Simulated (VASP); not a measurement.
Input of a VASP 6.6.1 run:

INCAR

```
ALGO = Normal
EDIFF = 1E-7
ENCUT = 520
GGA = CA
ISIF = 2
ISMEAR = -1
LASPH = T
LCHARG = F
LREAL = F
LWAVE = F
NBANDS = 20
NELM = 80
PREC = Accurate
SIGMA = 0.1
```

File KPOINTS:

```
k-points
0
Gamma
  20 20 11
```

The input POSCAR:

```
Ga
1.0
    2.1526377406      0.0000000000      0.0000000000
   -1.0763188703      1.8642389685      0.0000000000
    0.0000000000      0.0000000000      3.5926188326
Ga
2
Direct
    0.3333333333      0.6666666667      0.2500000000
    0.6666666667      0.3333333333      0.7500000000
```

Potentials or basis: VASP PAW LDA potentials, release 64 (Ga_d).

Run with:

```console
$ cat potpaw_LDA.64/Ga_d/POTCAR > POTCAR
$ mpirun -np 1 vasp_std > vasp.out
```

Question: What does it give for the band gap on the k mesh?

Answer: Zero (band 13 reaches 27.29 eV, above the bottom of band 14 at 16.85 eV).

Question: Estimate the pressure.

Answer: 460.4 GPa.

Stress tensor (GPa, compression positive):
```
460.41   0.00   0.00
  0.00 460.41   0.00
  0.00   0.00 460.28
```
